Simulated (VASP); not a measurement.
# CuSb2 (P4/nmm) in VASP: single point with r2SCAN

Aim: the single point of CuSb2 with r2SCAN.

All numbers are computed with VASP 6.6.1; they aren't measurements. Logs are shortened: lines on timing, memory, paths and dates and some standing lists are left out, and cuts for length are marked.

### Step 1. The cell of the first run

It takes space group P4/nmm (No. 129, tetragonal). Conventional cell: a = 4.334 Å, b = 4.334 Å, c = 8.666 Å, α = 90.00°, β = 90.00°, γ = 90.00°. Within 3.5 Å of Sb (site symmetry -4m2) lie 4 Cu at 2.64 Å and 4 Sb at 3.06 Å. Sb (site symmetry 4mm) has 1 Cu at 2.51 Å and 4 Sb at 3.12 Å within 3.3 Å. Cu (site symmetry 4mm) has 5 Sb at 2.51 to 2.64 Å within 3.3 Å.

### Step 2. Single point, r2SCAN

The input, POSCAR:

```
CuSb2
1.0
    4.3344141990      0.0000000000      0.0000000000
    0.0000000000      4.3344141990      0.0000000000
    0.0000000000      0.0000000000      8.6655021524
Sb Cu
4 2
Direct
    0.0000000000      0.0000000000      0.0000000000
    0.5000000000      0.5000000000      0.0000000000
    0.5000000000      0.0000000000      0.4648298426
    0.0000000000      0.5000000000      0.5351701574
    0.5000000000      0.0000000000      0.1748267312
    0.0000000000      0.5000000000      0.8251732688
```

The input, INCAR.step1:

```
SYSTEM = CuSb2
ALGO = Normal
EDIFF = 1E-4
ENCUT = 520
GGA = PE
ISMEAR = -1
LASPH = .TRUE.
LCHARG = .FALSE.
LREAL = .FALSE.
LWAVE = .TRUE.
NBANDS = 30
NELM = 60
PREC = Accurate
SIGMA = 0.1
```

The input, INCAR.step2:

```
SYSTEM = CuSb2
ALGO = Normal
EDIFF = 1E-6
ENCUT = 520
ISIF = 2
ISMEAR = -1
ISTART = 1
LASPH = .TRUE.
LCHARG = .TRUE.
LELF = .TRUE.
LMIXTAU = .TRUE.
LREAL = .FALSE.
LVHAR = .TRUE.
LWAVE = .FALSE.
METAGGA = R2SCAN
NBANDS = 30
NELM = 60
PREC = Accurate
SIGMA = 0.1
```

The input, KPOINTS:

```
k-points
0
G
  8 8 4
  0 0 0
```

Potentials or basis: VASP PAW PBE potentials, release 64 (Sb, Cu).

Started as:

```bash
> cat potpaw_PBE.64/Sb/POTCAR potpaw_PBE.64/Cu/POTCAR > POTCAR
> cp INCAR.step1 INCAR
> mpirun -np 1 vasp_std > vasp.out
> cp INCAR.step2 INCAR
> mpirun -np 1 vasp_std > vasp.out
```

OUTCAR:

```text
SYSTEM = CuSb2
   EDIFF = 1E-6
   ENCUT = 520
   ISIF = 2
   ISMEAR = -1
   ISTART = 1
   LASPH = .TRUE.
   LREAL = .FALSE.
   METAGGA = R2SCAN
   NELM = 60
   PREC = Accurate

 ion  position               nearest neighbor table
   1  0.000  0.000  0.000-   5 2.64   6 2.64   6 2.64   5 2.64   2 3.06   2 3.06   2 3.06   2 3.06

   2  0.500  0.500  0.000-   5 2.64   6 2.64   5 2.64   6 2.64   1 3.06   1 3.06   1 3.06   1 3.06

   3  0.500  0.000  0.465-   5 2.51   4 3.12   4 3.12   4 3.12   4 3.12
   4  0.000  0.500  0.535-   6 2.51   3 3.12   3 3.12   3 3.12   3 3.12
   5  0.500  0.000  0.175-   3 2.51   2 2.64   1 2.64   2 2.64   1 2.64
   6  0.000  0.500  0.825-   4 2.51   2 2.64   1 2.64   1 2.64   2 2.64

  LATTYP: Found a simple tetragonal cell.
 ALAT       =     4.3344141990
 C/A-ratio  =     1.9992325963

  Lattice vectors:

 A1 = (   4.3344141990,   0.0000000000,   0.0000000000)
 A2 = (   0.0000000000,   4.3344141990,   0.0000000000)
 A3 = (   0.0000000000,   0.0000000000,   8.6655021524)

Analysis of symmetry for initial positions (statically):
=====================================================================
 Subroutine PRICEL returns:
 Original cell was already a primitive cell.

 Routine SETGRP: Setting up the symmetry group for a
 simple tetragonal supercell.

 Subroutine GETGRP returns: Found 16 space group operations
 (whereof  8 operations were pure point group operations)
 out of a pool of 16 trial point group operations.

The static configuration has the point symmetry D_2d.
 The point group associated with its full space group is D_4h.

Analysis of symmetry for dynamics (positions and initial velocities):
=====================================================================
 Subroutine PRICEL returns:
 Original cell was already a primitive cell.

 Routine SETGRP: Setting up the symmetry group for a
 simple tetragonal supercell.

 Subroutine GETGRP returns: Found 16 space group operations
 (whereof  8 operations were pure point group operations)
 out of a pool of 16 trial point group operations.

The dynamic configuration has the point symmetry D_2d.
 The point group associated with its full space group is D_4h.

 Subroutine INISYM returns: Found 16 space group operations
 (whereof  8 operations are pure point group operations),
 and found     1 'primitive' translations

[... 103 lines left out ...]
   LREAL  =      F    real-space projection
   EDIFFG = 0.1E-04   stopping-criterion for IOM
   NSW    =      0    number of steps for IOM
   IBRION =     -1    ionic relax: 0-MD 1-quasi-New 2-CG
   NFREE  =      0    steps in history (QN), initial steepest desc. (CG)
   ISIF   =      2    stress and relaxation
   ISYM   =      2    0-nonsym 1-usesym 2-fastsym
   POTIM  = 0.5000    time-step for ionic-motion
   TEBEG  =    0.0;   TEEND  =   0.0 temperature during run
   PSTRESS=    0.0 pullay stress
   NELECT =      42.0000    total number of electrons
   NUPDOWN=      -1.0000    fix difference up-down
   EMIN   =  10.00;   EMAX   =-10.00  energy-range for DOS
   EFERMI =   0.00;   METHOD = LEGACY
   ISMEAR =    -1;   SIGMA  =   0.10  broadening in eV -4-tet -1-fermi 0-gaus
   EFERMI_NEDOS =   21; number of points for ismear=-14 and -15
   IALGO  =     38    algorithm
   IMIX   =      4    mixing-type and parameters
     AMIX     =   0.40;   BMIX     =  1.00
     AMIX_MAG =   1.60;   BMIX_MAG =  1.00
  volume/ion in A,a.u.               =      27.13       183.10
  Fermi-wavevector in a.u.,A,eV,Ry     =   1.042173  1.969421 14.777617  1.086124
  Thomas-Fermi vector in A             =   2.176826
   LORBIT       =      0    0 simple, 1 ext, 2 COOP (PROOUT), +10 PAW based schemes
   METAGGA = R2SCAN    functional components
   LHFCALC =     F    Hartree Fock is set to
   AEXX    =    0.0000 exact exchange contribution
   IVDW    =     0    specifies the selected vdW correction
   LEPSILON=     F    determine dielectric tensor
   LRPA    =     F    only Hartree local field effects (RPA)
 non-spin polarized calculation
  energy-cutoff  :      520.00
  volume of cell :      162.80
 maximum number of plane-waves:      4464
   NGX = 17   NGY = 17   NGZ = 33

 number of electron      41.9999984 magnetization

 Free energy of the ion-electron system (eV)
  ---------------------------------------------------
  ext. energy  EPLUGINS =         0.00000000
  ---------------------------------------------------
  free energy    TOTEN  =      -123.01773342 eV

  energy without entropy =     -122.92115670  energy(sigma->0) =     -122.96944506

 E-fermi :   5.3750     XC(G=0):  -9.8916

 val. band max:        5.3702799203   @ k =   0.2500   0.1250   0.2500
 cond. band min:       5.4052536975   @ k =   0.2500   0.2500   0.5000
 fundamental gap:      0.0349737773
 Fermi energy:         5.3750159607

 k-point     1 :       0.0000    0.0000    0.0000
  band No.  band energies     occupation
      1      -7.3884      2.00000
      2      -5.8933      2.00000
      3      -1.4943      2.00000
      4      -1.2732      2.00000
      5       0.4258      2.00000
      6       0.5600      2.00000
[... 781 lines left out ...]
     29      11.2759      0.00000
     30      11.2759      0.00000

 [... further k-points ...]

------------------------ aborting loop because EDIFF is reached ----------------------------------------

  FORCE on cell =-STRESS in cart. coord.  units (eV):
  Direction    XX          YY          ZZ          XY          YZ          ZX
  --------------------------------------------------------------------------------------
  -------------------------------------------------------------------------------------
  Total        0.0431376      0.0431376      0.0924629      0.0000000      0.0000000      0.0000000
  in kB        0.4245334      0.4245334      0.9099626      0.0000000      0.0000000      0.0000000
  external PRESSURE =       0.5863431 kB  Pullay stress =       0.0000000 kB

 VOLUME and BASIS-vectors are now :
 -----------------------------------------------------------------------------
  energy-cutoff  :      520.00
  volume of cell :      162.80
      direct lattice vectors                 reciprocal lattice vectors
     4.334414199  0.000000000  0.000000000     0.230711684  0.000000000  0.000000000
     0.000000000  4.334414199  0.000000000     0.000000000  0.230711684  0.000000000
     0.000000000  0.000000000  8.665502152     0.000000000  0.000000000  0.115400121

 POSITION                                       TOTAL-FORCE (eV/Angst)
 -----------------------------------------------------------------------------------
      0.00000      0.00000      0.00000        -0.000000      0.000000      0.000000
      2.16721      2.16721      0.00000         0.000000     -0.000000      0.000000
      2.16721      0.00000      4.02798        -0.000000     -0.000000     -0.000184
      0.00000      2.16721      4.63752        -0.000000      0.000000      0.000184
      2.16721      0.00000      1.51496        -0.000000      0.000000      0.036669
      0.00000      2.16721      7.15054        -0.000000      0.000000     -0.036669
 -----------------------------------------------------------------------------------
    total drift:                                0.000000      0.000000      0.000000

  FREE ENERGIE OF THE ION-ELECTRON SYSTEM (eV)
  ---------------------------------------------------
  free  energy   TOTEN  =      -123.0177334239 eV

  energy  without entropy=     -122.9211566961  energy(sigma->0) =     -122.96944506
```

OUTCAR.step1:

```text
SYSTEM = CuSb2
   EDIFF = 1E-4
   ENCUT = 520
   GGA = PE
   ISMEAR = -1
   LASPH = .TRUE.
[... 1032 lines left out ...]
      0.00000      2.16721      4.63752        -0.000000     -0.000000     -0.100834
      2.16721      0.00000      1.51496        -0.000000     -0.000000      0.124489
      0.00000      2.16721      7.15054         0.000000     -0.000000     -0.124489
 -----------------------------------------------------------------------------------
    total drift:                                0.000000      0.000000      0.000000

  FREE ENERGIE OF THE ION-ELECTRON SYSTEM (eV)
  ---------------------------------------------------
  free  energy   TOTEN  =       -22.6694464288 eV

  energy  without entropy=      -22.5664127218  energy(sigma->0) =      -22.61792958
```

Run time: 8.4 min. Hardware: 1 thread of Intel Xeon Platinum 8259CL at 2.50GHz (Skylake/Cascade Lake), shared host; peak memory 0.38 GiB.

What came out:

| Quantity | Value |
| --- | --- |
| Free energy | -123.0177 eV |
| Pressure | 0.1 GPa |
| Largest force | 0.037 eV/Å |
| Band gap on the k mesh | zero (bands 21 and 22 overlap by 2.18 eV) |

Forces on the atoms (eV/Å):
```
Sb   0.000  0.000  0.000
Sb   0.000  0.000  0.000
Sb   0.000  0.000  0.000
Sb   0.000  0.000  0.000
Cu   0.000  0.000  0.037
Cu   0.000  0.000 -0.037
```

Caveat: the PAW data sets were made with another functional, which shifts forces and pressure a little; spin-orbit coupling is left out, which moves the levels of the heavy elements.
